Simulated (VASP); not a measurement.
# SnSe (Fm-3m) in VASP: notebook, part 2 of 3

VASP 6.6.1. The steps go on from the part before.

### 3 Electric field gradients, LDA (volume scaled by 0.96)

The input, INCAR:

```
SYSTEM = SnSe
ALGO = Normal ; EDIFF = 1E-8
ENCUT = 520 ; GGA = CA
ISIF = 2 ; ISMEAR = -1
LASPH = .TRUE. ; LCHARG = .FALSE.
LEFG = .TRUE. ; LREAL = .FALSE.
LWAVE = .FALSE. ; NBANDS = 17
NELM = 60 ; PREC = Accurate
SIGMA = 0.02
```

The input, KPOINTS:

```
k-points
0
G
  9 9 9
  0 0 0
```

The input, POSCAR:

```
SnSe
1.0
    0.0000000000      2.9693193375      2.9693193375
    2.9693193375      0.0000000000      2.9693193375
    2.9693193375      2.9693193375      0.0000000000
Sn Se
1 1
Direct
    0.0000000000      0.0000000000      0.0000000000
    0.5000000000      0.5000000000      0.5000000000
```

Potentials or basis: VASP PAW LDA potentials, release 64 (Sn_d, Se).

Launch:

```sh
$ cat potpaw_LDA.64/Sn_d/POTCAR potpaw_LDA.64/Se/POTCAR > POTCAR
$ mpirun -np 1 vasp_std > vasp.out
```

OUTCAR:

```text
SYSTEM = SnSe
   EDIFF = 1E-8
   ENCUT = 520
   GGA = CA
   ISIF = 2
   ISMEAR = -1
   LASPH = .TRUE.
   LREAL = .FALSE.
   NELM = 60
   PREC = Accurate

 ion  position               nearest neighbor table
   1  0.000  0.000  0.000-   2 2.97   2 2.97   2 2.97   2 2.97   2 2.97   2 2.97
   2  0.500  0.500  0.500-   1 2.97   1 2.97   1 2.97   1 2.97   1 2.97   1 2.97

  LATTYP: Found a face centered cubic cell.
 ALAT       =     5.9386386750

  Lattice vectors:

 A1 = (   0.0000000000,   2.9693193375,   2.9693193375)
 A2 = (   2.9693193375,   0.0000000000,   2.9693193375)
 A3 = (   2.9693193375,   2.9693193375,   0.0000000000)

Analysis of symmetry for initial positions (statically):
=====================================================================
 Subroutine PRICEL returns:
 Original cell was already a primitive cell.

 Routine SETGRP: Setting up the symmetry group for a
 face centered cubic supercell.

 Subroutine GETGRP returns: Found 48 space group operations
 (whereof 48 operations were pure point group operations)
 out of a pool of 48 trial point group operations.

The static configuration has the point symmetry O_h .

Analysis of symmetry for dynamics (positions and initial velocities):
=====================================================================
 Subroutine PRICEL returns:
 Original cell was already a primitive cell.

 Routine SETGRP: Setting up the symmetry group for a
 face centered cubic supercell.

 Subroutine GETGRP returns: Found 48 space group operations
 (whereof 48 operations were pure point group operations)
 out of a pool of 48 trial point group operations.

The dynamic configuration has the point symmetry O_h .

 Subroutine INISYM returns: Found 48 space group operations
 (whereof 48 operations are pure point group operations),
 and found     1 'primitive' translations

----------------------------------------------------------------------------------------

                                     Primitive cell

  volume of cell :      52.3601

  direct lattice vectors                    reciprocal lattice vectors
     0.000000000  2.969319337  2.969319337    -0.168388760  0.168388760  0.168388760
     2.969319337  0.000000000  2.969319337     0.168388760 -0.168388760  0.168388760
     2.969319337  2.969319337  0.000000000     0.168388760  0.168388760 -0.168388760

  length of vectors
     4.199251678  4.199251678  4.199251678     0.291657887  0.291657887  0.291657887

  position of ions in fractional coordinates (direct lattice)
     0.000000000  0.000000000  0.000000000
     0.500000000  0.500000000  0.500000000

  ion indices of the primitive-cell ions
   primitive index   ion index
                 1           1
                 2           2

----------------------------------------------------------------------------------------

 KPOINTS: k-points

Automatic generation of k-mesh.
[... 71 lines left out ...]
   NFREE  =      0    steps in history (QN), initial steepest desc. (CG)
   ISIF   =      2    stress and relaxation
   ISYM   =      2    0-nonsym 1-usesym 2-fastsym
   POTIM  = 0.5000    time-step for ionic-motion
   TEBEG  =    0.0;   TEEND  =   0.0 temperature during run
   PSTRESS=    0.0 pullay stress
   NELECT =      20.0000    total number of electrons
   NUPDOWN=      -1.0000    fix difference up-down
   EMIN   =  10.00;   EMAX   =-10.00  energy-range for DOS
   EFERMI =   0.00;   METHOD = LEGACY
   ISMEAR =    -1;   SIGMA  =   0.02  broadening in eV -4-tet -1-fermi 0-gaus
   EFERMI_NEDOS =   21; number of points for ismear=-14 and -15
   IALGO  =     38    algorithm
   IMIX   =      4    mixing-type and parameters
     AMIX     =   0.40;   BMIX     =  1.00
     AMIX_MAG =   1.60;   BMIX_MAG =  1.00
  volume/ion in A,a.u.               =      26.18       176.67
  Fermi-wavevector in a.u.,A,eV,Ry     =   1.187822  2.244658 19.196738  1.410920
  Thomas-Fermi vector in A             =   2.323965
   LORBIT       =      0    0 simple, 1 ext, 2 COOP (PROOUT), +10 PAW based schemes
   GGA     = CA    functional components
   LHFCALC =     F    Hartree Fock is set to
   AEXX    =    0.0000 exact exchange contribution
   IVDW    =     0    specifies the selected vdW correction
   LEPSILON=     F    determine dielectric tensor
   LRPA    =     F    only Hartree local field effects (RPA)
 non-spin polarized calculation
  energy-cutoff  :      520.00
  volume of cell :       52.36
 maximum number of plane-waves:      1422
   NGX = 15   NGY = 15   NGZ = 15

 number of electron      20.0000008 magnetization

 Free energy of the ion-electron system (eV)
  ---------------------------------------------------
  ext. energy  EPLUGINS =         0.00000000
  ---------------------------------------------------
  free energy    TOTEN  =        -9.49878154 eV

  energy without entropy =       -9.49878133  energy(sigma->0) =       -9.49878143

 E-fermi :   6.1088     XC(G=0): -10.0629

 val. band max:        5.8681641677   @ k =  -0.3333   0.1111   0.0000
 cond. band min:       6.3494230584   @ k =  -0.3333   0.1111   0.0000
 fundamental gap:      0.4812588907
 Fermi energy:         6.1087960195

 k-point     1 :       0.0000    0.0000    0.0000
  band No.  band energies     occupation
      1     -15.5978      2.00000
      2     -15.5978      2.00000
      3     -15.5941      2.00000
      4     -15.5941      2.00000
      5     -15.5941      2.00000
      6      -8.2562      2.00000
[... 457 lines left out ...]
      4     -15.5733      2.00000
      5     -15.5733      2.00000
      6      -6.9598      2.00000
[... 9 lines left out ...]
     16      17.8612      0.00000
     17      18.6688      0.00000

 [... further k-points ...]

------------------------ aborting loop because EDIFF is reached ----------------------------------------

  FORCE on cell =-STRESS in cart. coord.  units (eV):
  Direction    XX          YY          ZZ          XY          YZ          ZX
  --------------------------------------------------------------------------------------
  -------------------------------------------------------------------------------------
  Total       -0.3684738     -0.3684738     -0.3684738      0.0000000      0.0000000     -0.0000000
  in kB      -11.2749968    -11.2749968    -11.2749968      0.0000000      0.0000000     -0.0000000
  external PRESSURE =     -11.2749968 kB  Pullay stress =       0.0000000 kB

 VOLUME and BASIS-vectors are now :
 -----------------------------------------------------------------------------
  energy-cutoff  :      520.00
  volume of cell :       52.36
      direct lattice vectors                 reciprocal lattice vectors
     0.000000000  2.969319337  2.969319337    -0.168388760  0.168388760  0.168388760
     2.969319337  0.000000000  2.969319337     0.168388760 -0.168388760  0.168388760
     2.969319337  2.969319337  0.000000000     0.168388760  0.168388760 -0.168388760

 POSITION                                       TOTAL-FORCE (eV/Angst)
 -----------------------------------------------------------------------------------
      0.00000      0.00000      0.00000         0.000000     -0.000000      0.000000
      2.96932      2.96932      2.96932        -0.000000      0.000000     -0.000000
 -----------------------------------------------------------------------------------
    total drift:                                0.000000     -0.000000     -0.000000

  FREE ENERGIE OF THE ION-ELECTRON SYSTEM (eV)
  ---------------------------------------------------
  free  energy   TOTEN  =        -9.4987815351 eV

  energy  without entropy=       -9.4987813307  energy(sigma->0) =       -9.49878143

 Electric field gradients (V/A^2)
---------------------------------------------------------------------
 ion       V_xx      V_yy      V_zz      V_xy      V_xz      V_yz
---------------------------------------------------------------------
   1      -0.000    -0.000    -0.000     0.002     0.002     0.002
   2      -0.000     0.000     0.000     0.000     0.000     0.000
---------------------------------------------------------------------

 Electric field gradients after diagonalization (V/A^2)
 (convention: |V_zz| > |V_xx| > |V_yy|)
----------------------------------------------------------------------
 ion       V_xx      V_yy      V_zz     asymmetry (V_yy - V_xx)/ V_zz
----------------------------------------------------------------------
   1      -0.002    -0.002     0.005       0.000
   2      -0.000    -0.000     0.001       0.000
----------------------------------------------------------------------

           NMR quadrupolar parameters

 Cq : quadrupolar parameter    Cq=e*Q*V_zz/h
 eta: asymmetry parameters     (V_yy - V_xx)/ V_zz
 Q  : nuclear electric quadrupole moment in mb (millibarn)
----------------------------------------------------------------------
 ion       Cq(MHz)       eta       Q (mb)
----------------------------------------------------------------------
   1       0.000       0.000       1.000
   2       0.000       0.000       1.000
----------------------------------------------------------------------
```

Run time: 11 s. Hardware: 1 thread of Intel Xeon 6975P-C, shared host; peak memory 0.17 GiB.

What came out:

```
Free energy : -9.4988 eV
Pressure    : -1.1 GPa
```

Levels at points of the mesh, in eV from the Fermi level:
| k point | band 6 | band 7 | band 8 | band 9 | band 10 | band 11 | band 12 | band 13 | band 14 | band 15 |
| --- | --- | --- | --- | --- | --- | --- | --- | --- | --- | --- |
| (0.00, 0.00, 0.00) | -14.36 | -5.26 | -2.50 | -2.50 | -2.50 | 4.16 | 4.16 | 4.16 | 5.60 | 5.60 |

Caveat: this odd mesh misses L, where the gap lies, so gap, dielectric constants and Born charges aren't listed; without QUAD_EFG the Cq values of the log hold for a quadrupole moment of 1 mb, not for the nuclei; spin-orbit coupling is left out, which moves the levels of the heavy elements.

### 4 Electric field gradients, LDA (volume scaled by 0.99)

The input, INCAR:

```
SYSTEM = SnSe
  ALGO = Normal
  EDIFF = 1E-8
  ENCUT = 520
  ISIF = 2
  ISMEAR = -1
  LASPH = .True.
  LCHARG = .False.
  LEFG = .True.
  LREAL = .False.
  LWAVE = .False.
  NBANDS = 17
  NELM = 100
  PREC = Accurate
  SIGMA = 0.02
```

The input, KPOINTS:

```
k-points
0
Gamma
  9 9 9
  0 0 0
```

The input, POSCAR:

```
SnSe
1.0
    0.0000000000      2.9999330352      2.9999330352
    2.9999330352      0.0000000000      2.9999330352
    2.9999330352      2.9999330352      0.0000000000
Sn Se
1 1
Direct
    0.0000000000      0.0000000000      0.0000000000
    0.5000000000      0.5000000000      0.5000000000
```

Potentials or basis: VASP PAW LDA potentials, release 64 (Sn_d, Se).

Launch:

```sh
$ cat potpaw_LDA.64/Sn_d/POTCAR potpaw_LDA.64/Se/POTCAR > POTCAR
$ mpirun -np 1 vasp_std > vasp.out
```

OUTCAR:

```text
SYSTEM = SnSe
   EDIFF = 1E-8
   ENCUT = 520
   ISIF = 2
   ISMEAR = -1
   LASPH = .True.
   LREAL = .False.
   NELM = 100
   PREC = Accurate

 ion  position               nearest neighbor table
   1  0.000  0.000  0.000-   2 3.00   2 3.00   2 3.00   2 3.00   2 3.00   2 3.00
   2  0.500  0.500  0.500-   1 3.00   1 3.00   1 3.00   1 3.00   1 3.00   1 3.00

  LATTYP: Found a face centered cubic cell.
 ALAT       =     5.9998660704

  Lattice vectors:

 A1 = (   0.0000000000,   2.9999330352,   2.9999330352)
 A2 = (   2.9999330352,   0.0000000000,   2.9999330352)
 A3 = (   2.9999330352,   2.9999330352,   0.0000000000)

Analysis of symmetry for initial positions (statically):
[... 691 lines left out ...]
  energy  without entropy=       -9.4793439244  energy(sigma->0) =       -9.47934395

 Electric field gradients (V/A^2)
---------------------------------------------------------------------
 ion       V_xx      V_yy      V_zz      V_xy      V_xz      V_yz
---------------------------------------------------------------------
   1      -0.000    -0.000     0.000     0.002     0.002     0.002
   2       0.000    -0.000    -0.000     0.000     0.000     0.000
---------------------------------------------------------------------

 Electric field gradients after diagonalization (V/A^2)
 (convention: |V_zz| > |V_xx| > |V_yy|)
----------------------------------------------------------------------
 ion       V_xx      V_yy      V_zz     asymmetry (V_yy - V_xx)/ V_zz
----------------------------------------------------------------------
   1      -0.002    -0.002     0.004       0.000
   2      -0.000    -0.000     0.000       0.000
----------------------------------------------------------------------

           NMR quadrupolar parameters

 Cq : quadrupolar parameter    Cq=e*Q*V_zz/h
 eta: asymmetry parameters     (V_yy - V_xx)/ V_zz
 Q  : nuclear electric quadrupole moment in mb (millibarn)
----------------------------------------------------------------------
 ion       Cq(MHz)       eta       Q (mb)
----------------------------------------------------------------------
   1       0.000       0.000       1.000
   2       0.000       0.000       1.000
----------------------------------------------------------------------
```

OSZICAR:

```text
N       E                     dE             d eps       ncg     rms          rms(c)
DAV:   1     0.133155406480E+03    0.13316E+03   -0.95882E+03  1205   0.143E+03
DAV:   2     0.338563915592E+01   -0.12977E+03   -0.12612E+03  1287   0.352E+02
DAV:   3    -0.931316836107E+01   -0.12699E+02   -0.12565E+02  1487   0.940E+01
DAV:   4    -0.965887056998E+01   -0.34570E+00   -0.34540E+00  1376   0.168E+01
DAV:   5    -0.966909865162E+01   -0.10228E-01   -0.10228E-01  1743   0.278E+00    0.317E+00
DAV:   6    -0.948717763231E+01    0.18192E+00   -0.45268E-01  1775   0.395E+00    0.189E+00
DAV:   7    -0.948092500533E+01    0.62526E-02   -0.64395E-02  1471   0.113E+00    0.914E-01
DAV:   8    -0.947954553540E+01    0.13795E-02   -0.67382E-03  1430   0.695E-01    0.900E-02
DAV:   9    -0.947933705798E+01    0.20848E-03   -0.13066E-03  1722   0.265E-01    0.405E-02
DAV:  10    -0.947934338622E+01   -0.63282E-05   -0.93541E-05  1406   0.551E-02    0.834E-03
DAV:  11    -0.947934400015E+01   -0.61392E-06   -0.50058E-06  1568   0.155E-02    0.266E-03
DAV:  12    -0.947934396341E+01    0.36732E-07   -0.44607E-07  1586   0.994E-03    0.629E-04
DAV:  13    -0.947934396697E+01   -0.35539E-08   -0.33302E-08  1432   0.122E-03
   1 F= -.94793440E+01 E0= -.94793439E+01  d E =-.426064E-07
```

stdout:

```text
POSCAR found type information on POSCAR SnSe
 POSCAR found :  2 types and       2 ions
 scaLAPACK will be used
 LDA part: xc-table for (Slater(with rela. corr.)+CA(PZ))
 , standard interpolation
 POSCAR, INCAR and KPOINTS ok, starting setup
 FFT: planning ... GRIDC
 FFT: planning ... GRID_SOFT
 FFT: planning ... GRID
 WAVECAR not read
 entering main loop
ion   1

ion   2
```

Wall time 11 s (1 thread of Intel Xeon 6975P-C, shared host); peak memory 0.17 GiB.

What came out:

| Property | Result |
| --- | --- |
| Free energy | -9.4793 eV |
| Pressure | -2.7 GPa |

Caveat: this odd mesh misses L, where the gap lies, so gap, dielectric constants and Born charges aren't listed; without QUAD_EFG the Cq values of the log hold for a quadrupole moment of 1 mb, not for the nuclei; spin-orbit coupling is left out, which moves the levels of the heavy elements.

(Continued in part 3 of 3.)
